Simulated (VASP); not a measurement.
# Sn (Fd-3m) in VASP: further runs

Sn is run at these levels: PBEsol, LDA; tasks: elastic constants, vibrations by perturbation theory.

Program: VASP 6.6.1. These are calculated values, not measurements. Logs are shortened: lines on timing, memory, paths and dates and some standing lists are left out, and cuts for length are marked.

### 1 The cell of the first run

The structure is cubic, space group Fd-3m (No. 227). The conventional cell has a = 6.467 Å, b = 6.467 Å, c = 6.467 Å, α = 90.00°, β = 90.00°, γ = 90.00°. Within 3.7 Å of Sn (site symmetry -43m) lie 4 Sn at 2.80 Å.

### 2 Elastic constants, PBEsol

File INCAR:

```
SYSTEM = Sn
PREC = Accurate ; ENCUT = 600
EDIFF = 1E-8 ; ISMEAR = -1
SIGMA = 0.05 ; LREAL = .FALSE.
LASPH = .TRUE. ; NELM = 80
ALGO = Normal ; ISIF = 3
LWAVE = .FALSE. ; LCHARG = .FALSE.
GGA = PS ; NBANDS = 21
IBRION = 6 ; NFREE = 2
POTIM = 0.015 ; NSW = 1
```

File KPOINTS:

```
Automatic mesh
0
G
  5 5 5
  0 0 0
```

File POSCAR:

```
Sn
1.0
    0.0000000000      3.2333428000      3.2333428000
    3.2333428000      0.0000000000      3.2333428000
    3.2333428000      3.2333428000      0.0000000000
Sn
2
Direct
    0.7500000000      0.7500000000      0.7500000000
    0.5000000000      0.5000000000      0.5000000000
```

Potentials or basis: VASP PAW PBE potentials, release 64 (Sn_d).

Run with:

```
cat potpaw_PBE.64/Sn_d/POTCAR > POTCAR
mpirun -np 1 vasp_std > vasp.out
```

OUTCAR:

```text
SYSTEM = Sn
   PREC = Accurate
   ENCUT = 600
   EDIFF = 1E-8
   ISMEAR = -1
   LREAL = .FALSE.
   LASPH = .TRUE.
   NELM = 80
   ISIF = 3
   GGA = PS
   IBRION = 6
   NFREE = 2
   POTIM = 0.015
   NSW = 1

 ion  position               nearest neighbor table
   1  0.750  0.750  0.750-   2 2.80   2 2.80   2 2.80   2 2.80
   2  0.500  0.500  0.500-   1 2.80   1 2.80   1 2.80   1 2.80

  LATTYP: Found a face centered cubic cell.
 ALAT       =     6.4666856000

  Lattice vectors:

 A1 = (   0.0000000000,   3.2333428000,   3.2333428000)
 A2 = (   3.2333428000,   0.0000000000,   3.2333428000)
 A3 = (   3.2333428000,   3.2333428000,   0.0000000000)

Analysis of symmetry for initial positions (statically):
=====================================================================
 Subroutine PRICEL returns:
 Original cell was already a primitive cell.

 Routine SETGRP: Setting up the symmetry group for a
 face centered cubic supercell.

 Subroutine GETGRP returns: Found 48 space group operations
 (whereof 24 operations were pure point group operations)
 out of a pool of 48 trial point group operations.

The static configuration has the point symmetry T_d .
 The point group associated with its full space group is O_h .

Analysis of symmetry for dynamics (positions and initial velocities):
=====================================================================
 Subroutine PRICEL returns:
 Original cell was already a primitive cell.

 Routine SETGRP: Setting up the symmetry group for a
 face centered cubic supercell.

 Subroutine GETGRP returns: Found 48 space group operations
 (whereof 24 operations were pure point group operations)
 out of a pool of 48 trial point group operations.

The dynamic configuration has the point symmetry T_d .
 The point group associated with its full space group is O_h .

 Subroutine INISYM returns: Found 48 space group operations
 (whereof 24 operations are pure point group operations),
 and found     1 'primitive' translations

----------------------------------------------------------------------------------------

                                     Primitive cell

  volume of cell :      67.6060

  direct lattice vectors                    reciprocal lattice vectors
     0.000000000  3.233342800  3.233342800    -0.154638723  0.154638723  0.154638723
     3.233342800  0.000000000  3.233342800     0.154638723 -0.154638723  0.154638723
     3.233342800  3.233342800  0.000000000     0.154638723  0.154638723 -0.154638723

  length of vectors
     4.572637240  4.572637240  4.572637240     0.267842124  0.267842124  0.267842124

  position of ions in fractional coordinates (direct lattice)
     0.750000000  0.750000000  0.750000000
     0.500000000  0.500000000  0.500000000

  ion indices of the primitive-cell ions
   primitive index   ion index
                 1           1
                 2           2

----------------------------------------------------------------------------------------

 KPOINTS: Automatic mesh

Automatic generation of k-mesh.
 Grid dimensions read from file:
 generate k-points for:    5    5    5

 Generating k-lattice:

  Cartesian coordinates                     Fractional coordinates (reciprocal lattice)
[... 88 lines left out ...]
 Free energy of the ion-electron system (eV)
  ---------------------------------------------------
  ext. energy  EPLUGINS =         0.00000000
  ---------------------------------------------------
  free energy    TOTEN  =        -8.37585672 eV

  energy without entropy =       -8.37182245  energy(sigma->0) =       -8.37383958

------------------------ aborting loop because EDIFF is reached ----------------------------------------

  FORCE on cell =-STRESS in cart. coord.  units (eV):
  Direction    XX          YY          ZZ          XY          YZ          ZX
  --------------------------------------------------------------------------------------
  -------------------------------------------------------------------------------------
  Total        0.7298129      0.7298129      0.7298129      0.0000000      0.0000000      0.0000000
  in kB       17.2956490     17.2956490     17.2956490      0.0000000      0.0000000      0.0000000
  external PRESSURE =      17.2956490 kB  Pullay stress =       0.0000000 kB
[... 89 lines left out ...]
  FREE ENERGIE OF THE ION-ELECTRON SYSTEM (eV)
  ---------------------------------------------------
  free  energy   TOTEN  =        -8.3615569947 eV

  energy  without entropy=       -8.3574664985  energy(sigma->0) =       -8.35951175

[... ionic steps 4 to 12 ...]

--------------------------------------- Ionic step       13  -------------------------------------------

 number of electron      28.0000004 magnetization

------------------------ aborting loop because EDIFF is reached ----------------------------------------
[... 67 lines left out ...]
--------------------------------------- Ionic step       15  -------------------------------------------

 number of electron      28.0000004 magnetization

 Free energy of the ion-electron system (eV)
  ---------------------------------------------------
  ext. energy  EPLUGINS =         0.00000000
  ---------------------------------------------------
  free energy    TOTEN  =        -8.37500680 eV

  energy without entropy =       -8.37104642  energy(sigma->0) =       -8.37302661

 E-fermi :   5.5699     XC(G=0):  -9.1021

 val. band max:        5.1526847331   @ k =   0.2000   0.0000   0.0000
 cond. band min:       5.6177008159   @ k =   0.0000   0.4000   0.0000
 fundamental gap:      0.4650160828
 Fermi energy:         5.5699379791

 k-point     1 :       0.0000    0.0000    0.0000
  band No.  band energies     occupation
      1     -16.0039      2.00000
      2     -15.9987      2.00000
      3     -15.9933      2.00000
      4     -15.9371      2.00000
      5     -15.9371      2.00000
      6     -15.6183      2.00000
[... 565 lines left out ...]
     20      14.1065      0.00000
     21      16.3015      0.00000

 [... further k-points ...]

------------------------ aborting loop because EDIFF is reached ----------------------------------------

  FORCE on cell =-STRESS in cart. coord.  units (eV):
  Direction    XX          YY          ZZ          XY          YZ          ZX
  --------------------------------------------------------------------------------------
  -------------------------------------------------------------------------------------
  Total        0.7265103      0.7316073      0.7316073      0.0000000      0.1585132      0.0000000
  in kB       17.2173824     17.3381738     17.3381738      0.0000000      3.7565647      0.0000000
  external PRESSURE =      17.2979100 kB  Pullay stress =       0.0000000 kB
[... 17 lines left out ...]
  FREE ENERGIE OF THE ION-ELECTRON SYSTEM (eV)
  ---------------------------------------------------
  free  energy   TOTEN  =        -8.3750068020 eV

  energy  without entropy=       -8.3710464207  energy(sigma->0) =       -8.37302661

 INTERNAL STRAIN TENSORS FROM STRAINED CELLS
 ============================================

 INTERNAL STRAIN TENSOR FOR ION    1 for displacements in x,y,z  (eV/Angst):
          X           Y           Z          XY          YZ          ZX
  --------------------------------------------------------------------------------
  x    -0.00000     0.00000     0.00000     0.00000   -10.46879     0.00000
  y     0.00000    -0.00000     0.00000     0.00000     0.00000   -10.46958
  z     0.00000     0.00000     0.00000   -10.47116     0.00000     0.00000

 INTERNAL STRAIN TENSORS FROM DISPLACED ATOMS
 ============================================

 INTERNAL STRAIN TENSOR FOR ION    1 for displacements in x,y,z  (eV/Angst):
          X           Y           Z          XY          YZ          ZX
  --------------------------------------------------------------------------------
  x    -0.00000     0.00000     0.00000     0.00000   -10.57310     0.00000
  y     0.00000     0.00000     0.00000     0.00000     0.00000   -10.57310
  z     0.00000     0.00000    -0.00000   -10.57310     0.00000     0.00000

 INTERNAL STRAIN TENSOR FOR ION    2 for displacements in x,y,z  (eV/Angst):
          X           Y           Z          XY          YZ          ZX
  --------------------------------------------------------------------------------
  x     0.00000     0.00000     0.00000    -0.00000    10.57310     0.00000
  y     0.00000    -0.00000     0.00000     0.00000    -0.00000    10.57310
  z     0.00000     0.00000     0.00000    10.57310     0.00000    -0.00000

 Eigenvectors and eigenvalues of the dynamical matrix
 ----------------------------------------------------

   1 f  =    5.576359 THz    35.037299 2PiTHz  186.007326 cm-1    23.061959 meV
             X         Y         Z           dx          dy          dz
      4.850014  4.850014  4.850014     0.000000   -0.707107    0.000000
      3.233343  3.233343  3.233343     0.000000    0.707107    0.000000
[... 21 lines left out ...]
   6 f  =    0.000000 THz     0.000000 2PiTHz    0.000000 cm-1     0.000000 meV
             X         Y         Z           dx          dy          dz
      4.850014  4.850014  4.850014     0.000000    0.000000    0.707107
      3.233343  3.233343  3.233343     0.000000    0.000000    0.707107

--------------------------------------------------------------------------------------------------------

 ELASTIC MODULI CONTR FROM IONIC RELAXATION (kBar)
 Direction    XX          YY          ZZ          XY          YZ          ZX
 --------------------------------------------------------------------------------
 XX          -0.0000      0.0000      0.0000      0.0000     -0.0000      0.0000
 YY           0.0000     -0.0000      0.0000      0.0000     -0.0000      0.0000
 ZZ           0.0000      0.0000     -0.0000     -0.0000      0.0000      0.0000
 XY           0.0000      0.0000     -0.0000   -350.8108      0.0000      0.0000
 YZ          -0.0000     -0.0000      0.0000      0.0000   -350.8108      0.0000
 ZX           0.0000      0.0000      0.0000      0.0000      0.0000   -350.8108
 --------------------------------------------------------------------------------

 TOTAL ELASTIC MODULI (kBar)
 Direction    XX          YY          ZZ          XY          YZ          ZX
 --------------------------------------------------------------------------------
 XX         684.1250    377.2862    377.2862     -0.0000     -0.0000      0.0000
 YY         377.2862    684.1250    377.2862      0.0000      0.0000      0.0000
 ZZ         377.2862    377.2862    684.1250     -0.0000     -0.0000     -0.0000
 XY          -0.0000      0.0000     -0.0000     92.0696      0.0000      0.0000
 YZ          -0.0000      0.0000     -0.0000      0.0000     92.0696      0.0000
 ZX           0.0000      0.0000     -0.0000      0.0000      0.0000     92.0696
 --------------------------------------------------------------------------------
```

Run time: 9.3 min. Hardware: 1 thread of Intel Xeon Platinum 8259CL at 2.50GHz (Skylake/Cascade Lake), shared host; peak memory 0.29 GiB.

Results:

```yaml
Elastic_constants_C11_C12_C44: 68, 38, 9 GPa
Voigt_bulk_modulus: 48 GPa
Highest_phonon_frequency_at_Γ: 186 cm⁻¹
```

Phonon frequencies in cm⁻¹ (negative: imaginary):
```
              q point        frequencies
(0.000, 0.000, 0.000)  0 0 0 186 186 186
```

Elastic tensor in Voigt notation (GPa, in the Cartesian axes of the cell as first typed):
```
68 38 38  0  0  0
38 68 38  0  0  0
38 38 68  0  0  0
 0  0  0  9  0  0
 0  0  0  0  9  0
 0  0  0  0  0  9
```

Clamped-ion elastic tensor (GPa):
```
68 38 38  0  0  0
38 68 38  0  0  0
38 38 68  0  0  0
 0  0  0 44  0  0
 0  0  0  0 44  0
 0  0  0  0  0 44
```

Caveat: the cell is under stress, which shifts elastic constants; the PAW data sets were made with another functional, which shifts forces and pressure a little; spin-orbit coupling is left out, which moves the levels of the heavy elements.

### 3 Vibrations by perturbation theory, PBEsol

File INCAR:

```
SYSTEM = Sn
ALGO = Normal
EDIFF = 1E-8
ENCUT = 520
GGA = PS
IBRION = 8
ISIF = 2
ISMEAR = -1
LASPH = .True.
LCHARG = .True.
LREAL = .False.
LWAVE = .False.
NELM = 60
NSW = 1
PREC = Accurate
SIGMA = 0.05
```

File KPOINTS:

```
k-points
0
Gamma
  6 6 6
  0 0 0
```

POSCAR is that of step 2.

Potentials or basis: VASP PAW PBE potentials, release 64 (Sn_d).

Run with:

```
cat potpaw_PBE.64/Sn_d/POTCAR > POTCAR
mpirun -np 1 vasp_std > vasp.out
```

OUTCAR:

```text
SYSTEM = Sn
   EDIFF = 1E-8
   ENCUT = 520
   GGA = PS
   IBRION = 8
   ISIF = 2
   ISMEAR = -1
   LASPH = .True.
   LREAL = .False.
   NELM = 60
   NSW = 1
   PREC = Accurate

 ion  position               nearest neighbor table
   1  0.750  0.750  0.750-   2 2.80   2 2.80   2 2.80   2 2.80
   2  0.500  0.500  0.500-   1 2.80   1 2.80   1 2.80   1 2.80

  LATTYP: Found a face centered cubic cell.
 ALAT       =     6.4666856000

  Lattice vectors:

 A1 = (   0.0000000000,   3.2333428000,   3.2333428000)
 A2 = (   3.2333428000,   0.0000000000,   3.2333428000)
 A3 = (   3.2333428000,   3.2333428000,   0.0000000000)

Analysis of symmetry for initial positions (statically):
=====================================================================
 Subroutine PRICEL returns:
 Original cell was already a primitive cell.

 Routine SETGRP: Setting up the symmetry group for a
 face centered cubic supercell.

 Subroutine GETGRP returns: Found 48 space group operations
 (whereof 24 operations were pure point group operations)
 out of a pool of 48 trial point group operations.

The static configuration has the point symmetry T_d .
 The point group associated with its full space group is O_h .

Analysis of symmetry for dynamics (positions and initial velocities):
=====================================================================
 Subroutine PRICEL returns:
 Original cell was already a primitive cell.

 Routine SETGRP: Setting up the symmetry group for a
 face centered cubic supercell.

[... 507 lines left out ...]

 POSITION                                       TOTAL-FORCE (eV/Angst)
 -----------------------------------------------------------------------------------
      4.85001      4.85001      4.85001         0.000000      0.000000      0.000000
      3.23334      3.23334      3.23334        -0.000000     -0.000000     -0.000000
 -----------------------------------------------------------------------------------
    total drift:                                0.000000      0.000000      0.000000

  FREE ENERGIE OF THE ION-ELECTRON SYSTEM (eV)
  ---------------------------------------------------
  free  energy   TOTEN  =        -8.4200637823 eV

  energy  without entropy=       -8.4180047778  energy(sigma->0) =       -8.41903428

[... ionic steps 2 to 3 ...]

--------------------------------------- Ionic step        4  -------------------------------------------

 Free energy of the ion-electron system (eV)
  ---------------------------------------------------
  ---------------------------------------------------
  free energy    TOTEN  =        -0.22074438 eV

  energy without entropy =       -0.22074438

------------------------ aborting loop because EDIFF is reached ----------------------------------------

 INTERNAL STRAIN TENSOR  FOR ION    1  DIRECTION 1   (eV/Angst):
 -----------------------------------------------------------------------------
     0.02433  0.00000  0.00000
     0.00000 -0.01039 -9.39495
     0.00000 -9.39495 -0.01039

 INTERNAL STRAIN TENSOR FOR ION    2 for displacements in x,y,z  (eV/Angst):
          X           Y           Z          XY          YZ          ZX
  --------------------------------------------------------------------------------
  x     0.00000     0.00000     0.00000     0.00000     9.39495     0.00000
  y    -0.00000     0.00000    -0.00000     0.00000     0.00000     9.39495
  z     0.00000     0.00000     0.00000     9.39495     0.00000     0.00000

 SECOND DERIVATIVES (NOT SYMMETRIZED)
 ------------------------------------
               1X          1Y          1Z          2X          2Y          2Z
  1X    -8.034777    0.000000    0.000000    8.034777    0.000000    0.000000
  1Y     0.000000   -8.034777    0.000000    0.000000    8.034777    0.000000
  1Z     0.000000    0.000000   -8.034777    0.000000    0.000000    8.034777
  2X     8.034777    0.000000    0.000000   -8.034777    0.000000    0.000000
  2Y     0.000000    8.034777    0.000000    0.000000   -8.034777    0.000000
  2Z     0.000000    0.000000    8.034777    0.000000    0.000000   -8.034777

 Eigenvectors and eigenvalues of the dynamical matrix
 ----------------------------------------------------

   1 f  =    5.751869 THz    36.140058 2PiTHz  191.861692 cm-1    23.787807 meV
             X         Y         Z           dx          dy          dz
      4.850014  4.850014  4.850014     0.000000   -0.707107    0.000000
      3.233343  3.233343  3.233343     0.000000    0.707107    0.000000
[... 21 lines left out ...]
   6 f  =    0.000000 THz     0.000000 2PiTHz    0.000000 cm-1     0.000000 meV
             X         Y         Z           dx          dy          dz
      4.850014  4.850014  4.850014     0.000000    0.000000    0.707107
      3.233343  3.233343  3.233343     0.000000    0.000000    0.707107

--------------------------------------------------------------------------------------------------------

 ELASTIC MODULI CONTR FROM IONIC RELAXATION (kBar)
 Direction    XX          YY          ZZ          XY          YZ          ZX
 --------------------------------------------------------------------------------
 XX          -0.0000      0.0000     -0.0000      0.0000      0.0000      0.0000
 YY           0.0000     -0.0000     -0.0000      0.0000     -0.0000      0.0000
 ZZ          -0.0000     -0.0000     -0.0000      0.0000     -0.0000      0.0000
 XY           0.0000      0.0000      0.0000   -260.3398      0.0000      0.0000
 YZ           0.0000     -0.0000     -0.0000      0.0000   -260.3398      0.0000
 ZX           0.0000      0.0000      0.0000      0.0000      0.0000   -260.3398
 --------------------------------------------------------------------------------
```

stdout:

```text
POSCAR found type information on POSCAR Sn
 POSCAR found :  1 types and       2 ions
 scaLAPACK will be used
 -----------------------------------------------------------------------------
|                                                                             |
|                                                                             |
|     You enforced a specific xc type in the INCAR file but a different       |
|     I HOPE YOU KNOW WHAT YOU ARE DOING!                                     |
|                                                                             |
 -----------------------------------------------------------------------------

 LDA part: xc-table for (Slater+PW92), standard interpolation
 POSCAR, INCAR and KPOINTS ok, starting setup
 FFT: planning ... GRIDC
 FFT: planning ... GRID_SOFT
 FFT: planning ... GRID
 WAVECAR not read
 entering main loop
 Linear response reoptimize wavefunctions to high precision
 Linear response DOF=           1
 Linear response progress:
 first order change of Fermi-energy   0.11987E-03
 force on displaced ion       1 direction 1 :  -8.035  -0.000  -0.000
 Linear response finished
```

It took 4.4 min on 1 thread of AMD EPYC 7R13, shared host; peak memory 0.27 GiB.

What came out:

```yaml
Highest_phonon_frequency_at_Γ: 192 cm⁻¹
```

Phonon frequencies in cm⁻¹ (negative: imaginary):
```tsv
q point	frequencies
(0.000, 0.000, 0.000)	0 0 0 192 192 192
```

Caveat: the cell wasn't relaxed at this level first, which shifts response properties; the PAW data sets were made with another functional, which shifts forces and pressure a little; spin-orbit coupling is left out, which moves the levels of the heavy elements.

(Part 1 of 2 ends here.)
